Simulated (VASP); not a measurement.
**SnSe (wurtzite type): relaxation of shape and atoms at fixed volume with PBE**

The system is SnSe (wurtzite type).

```
CELL_PARAMETERS angstrom
4.74655 0.00000 0.00000
-2.37327 4.11063 0.00000
0.00000 0.00000 5.70522
ATOMIC_POSITIONS crystal
Sn 0.33333 0.66667 0.95415
Sn 0.66667 0.33333 0.45415
Se 0.33333 0.66667 0.42185
Se 0.66667 0.33333 0.92185
```

| Quantity | Value |
| --- | --- |
| Program | VASP 6.6.1 |
| Task | relaxation of shape and atoms at fixed volume |
| Functional | PBE |
| Potentials or basis | VASP PAW PBE potentials, release 64 (Sn_d, Se) |
| Cutoff | 600 eV |
| k mesh | 9 × 9 × 5 |
| Occupations | fermi-dirac, width 0.08 eV |
| Spin | no spin polarisation |
| Dipole correction | no |
| Further INCAR settings | ALGO = Normal; EDIFF = 1e-06; IBRION = 2; EDIFFG = -0.005; NSW = 50; ISIF = 4 |

The energy gained by relaxing is 19.4 meV/atom. The ionic steps are 8. The pressure after relaxing is 12.3 GPa. The band gap on the k mesh is 0.32 eV (least direct gap 1.04 eV).

The path:
| step | energy change (eV) | largest force (eV/Å) | pressure (GPa) | volume (Å³) |
| --- | --- | --- | --- | --- |
| 1 | 0.0000 | 0.4940 | 12.92 | 111.32 |
| 2 | -0.0351 | 0.2711 | 12.59 | 111.32 |
| 3 | -0.0388 | 0.1955 | 12.50 | 111.32 |
| 4 | -0.0657 | 0.1300 | 12.37 | 111.32 |
| 5 | -0.0756 | 0.0506 | 12.33 | 111.32 |
| 6 | -0.0756 | 0.0543 | 12.33 | 111.32 |
| 7 | -0.0775 | 0.0165 | 12.30 | 111.32 |
| 8 | -0.0778 | 0.0004 | 12.30 | 111.32 |

Final structure:
```cif
data_structure
_symmetry_space_group_name_H-M 'P 1'
_symmetry_Int_Tables_number 1
_cell_length_a 4.7498
_cell_length_b 4.7498
_cell_length_c 5.6974
_cell_angle_alpha 90.000
_cell_angle_beta 90.000
_cell_angle_gamma 120.000
_cell_volume 111.32
loop_
_atom_site_label
_atom_site_type_symbol
_atom_site_fract_x
_atom_site_fract_y
_atom_site_fract_z
_atom_site_occupancy
Sn1 Sn 0.33333 0.66667 0.93803 1
Sn2 Sn 0.66667 0.33333 0.43803 1
Se1 Se 0.33333 0.66667 0.43797 1
Se2 Se 0.66667 0.33333 0.93797 1
```

Levels at points of the mesh, in eV from the valence-band top:
| k point | band 18 | band 19 | band 20 | band 21 | band 22 | band 23 |
| --- | --- | --- | --- | --- | --- | --- |
| (0.00, 0.00, 0.00) | -3.16 | -3.16 | -3.05 | 0.56 | 0.56 | 2.59 |

Run time: 5.6 min on 1 thread of AMD EPYC 9R45 96-Core Processor (Zen 5), with other jobs on the host, peak memory 0.3 GiB.

Caveat: semilocal functionals underestimate gaps, and a narrow one can read as zero; spin-orbit coupling is left out, which moves the levels of the heavy elements. A k mesh can miss the band edges.
